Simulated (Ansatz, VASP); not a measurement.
## Hf2Si3: VASP beside Ansatz

```
CELL_PARAMETERS angstrom
2.41793 -3.84901 0.00000
2.41793 3.84901 0.00000
0.00000 0.00000 7.71809
ATOMIC_POSITIONS crystal
Hf 0.50000 0.50000 0.31539
Hf 0.50000 0.50000 0.68461
Si 0.50000 0.50000 0.00000
Si 0.00000 0.50000 0.00000
Si 0.50000 0.00000 0.00000
```

Alike in both runs: functional PBE; k mesh 10 × 10 × 6; occupations gaussian, width 0.1 eV; no spin polarisation.

Ansatz relaxed the structure, and its values are those at the end. VASP's run is a single point on that final structure, the one shown.

|  | VASP | Ansatz |
| --- | --- | --- |
| version | VASP 6.6.1 | Ansatz 0.2.0 |
| potentials or method | VASP PAW PBE potentials, release 64 (Hf_pv, Si), cutoff 520 eV | scalar-relativistic, plane waves, PAW |
| valence electrons in the cell | 32 | 64 |

```csv
,VASP,Ansatz,Ansatz less VASP
gap on the k mesh at the Fermi level (eV),none,none,-
pressure (GPa),-0.2,0.0,+0.14
```

A gap of «none» marks a metal or a gap that the smearing closes. The functional is the same, so the differences come from potentials, cutoffs and numerics. VASP's potentials hold 32 valence electrons a cell and Ansatz's 64, so a difference there can come from the potentials and not from the codes.

Spin-orbit coupling is off throughout.
